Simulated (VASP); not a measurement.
Set up this calculation in VASP 6.6.1, as the native input.

| Property | Result |
| --- | --- |
| Task | relaxation of cell and atoms |
| Functional | PBE |
| Potentials or basis | VASP PAW PBE potentials, release 64 (Ti_sv, C) |
| Cutoff | 600 eV |
| k mesh | 4 × 4 × 4 |
| Occupations | gaussian, width 0.1 eV |
| Spin | no spin polarisation |
| Dipole correction | no |
| Further INCAR settings | ALGO = Normal; EDIFF = 1e-07; IBRION = 2; EDIFFG = -0.04; NSW = 90; ISIF = 3 |

The structure of Ti4C3 lies in POSCAR:

```
Ti4C3
1.0
    4.7090676800      0.0000000000      0.0000000000
    0.0000000000      4.7090676800      0.0000000000
    0.0000000000      0.0000000000      4.7090676800
Ti C
4 3
Direct
    0.0000000000      0.0000000000      0.0000000000
    0.0000000000      0.5000000000      0.5000000000
    0.5000000000      0.0000000000      0.5000000000
    0.5000000000      0.5000000000      0.0000000000
    0.5000000000      0.0000000000      0.0000000000
    0.0000000000      0.5000000000      0.0000000000
    0.0000000000      0.0000000000      0.5000000000
```

The cell was generated, and may not be a known phase.

The input as run:

INCAR

```
  ALGO = Normal
  EDIFF = 1E-7
  EDIFFG = -0.04
  ENCUT = 600
  GGA = PE
  IBRION = 2
  ISIF = 3
  ISMEAR = 0
  LASPH = True
  LCHARG = False
  LREAL = False
  LWAVE = False
  NELM = 80
  NSW = 90
  PREC = Accurate
  SIGMA = 0.1
```

KPOINTS

```
k-points
0
Gamma
  4 4 4
```

Potentials or basis: VASP PAW PBE potentials, release 64 (Ti_sv, C).

Run with:

```bash
$ cat potpaw_PBE.64/Ti_sv/POTCAR potpaw_PBE.64/C/POTCAR > POTCAR
$ mpirun -np 1 vasp_std > vasp.out
```

It gave:

```json
{
 "Relaxed volume": "11.46 Å³/atom",
 "Relaxed cell": "a = 4.313 Å, b = 4.313 Å, c = 4.313 Å, α = 90.00°, β = 90.00°, γ = 90.00°",
 "Space group after relaxing (to 0.1 Å)": "Pm-3m (No. 221)",
 "Energy gained by relaxing": "457.2 meV/atom",
 "Ionic steps": "4",
 "Pressure after relaxing": "-0.5 GPa",
 "Band gap on the k mesh": "zero (bands 30 and 31 overlap by 1.14 eV)"
}
```

Caveat: the volume moved by over 15 % at a fixed basis, so the end points are rough.

Wall time 4.7 min on 1 thread of Intel Xeon 8259CL, with other jobs on the host, peak memory 0.27 GiB.
